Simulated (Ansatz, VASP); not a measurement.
# TiAl: VASP beside Ansatz

```
Ti Al
1.0
     2.68780    0.00000    0.00000
     0.00000    2.68780    0.00000
     0.00000    0.00000    3.96746
Ti Al
1 1
Direct
  0.00000 0.00000 0.00000
  0.50000 0.50000 0.50000
```

Alike in both runs: task single point; functional LDA; k mesh 16 × 16 × 16; occupations gaussian, width 0.15 eV; no spin polarisation.

```csv
,VASP,Ansatz
version,VASP 6.6.1,Ansatz 0.2.0
potentials or method,"VASP PAW LDA potentials, release 64 (Ti_sv, Al), cutoff 520 eV","scalar-relativistic, plane waves, PAW"
valence electrons in the cell,15,15
```

|  | VASP | Ansatz | Ansatz less VASP |
| --- | --- | --- | --- |
| gap on the k mesh at the Fermi level (eV) | none | none | - |
| pressure (GPa) | 9.6 | 9.4 | -0.19 |
| traceless stress, the component that is largest in VASP (GPa) | -1.19 | -1.21 | -0.022 |

Ansatz warns that its potentials were made for another functional, while VASP's fit it. LDA's correlation is that of Perdew and Zunger in VASP and of Perdew and Wang (1992) in Ansatz. A gap of «none» marks a metal or a gap that the smearing closes.
